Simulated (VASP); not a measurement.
Rb, 2 atoms in the cell. The structure is cubic, space group Fd-3m (No. 227). Conventional cell: a = 9.655 Å, b = 9.655 Å, c = 9.655 Å, α = 90.00°, β = 90.00°, γ = 90.00°. Within 5.5 Å of Rb (site symmetry -43m) lie 4 Rb at 4.18 Å.  This cell differs from its parent crystal: volume scaled by 0.95.

```yaml
Program: VASP 6.6.1
Task: single point
Functional: LDA
Potentials_or_basis: VASP PAW LDA potentials, release 64 (Rb_sv)
Cutoff: 520 eV
k_mesh: 7 × 7 × 7
Occupations: fermi-dirac, width 0.08 eV
Spin: no spin polarisation
Dipole_correction: no
Further_INCAR_settings: ALGO = Normal; EDIFF = 1e-06; NBANDS = 16
```

Potentials or basis: VASP PAW LDA potentials, release 64 (Rb_sv).

Run with:

```console
$ cat potpaw_LDA.64/Rb_sv/POTCAR > POTCAR
$ mpirun -np 1 vasp_std > vasp.out
```

Hardware: 1 thread of Intel(R) Xeon(R) 6975P-C (Granite Rapids), on a shared host.

Task: How long does it take, and how much memory?

Result: Run time: 44 s on 1 thread of Intel(R) Xeon(R) 6975P-C (Granite Rapids) (shared host), peak memory 0.31 GiB. Counts: scf iterations 11, k points 20.
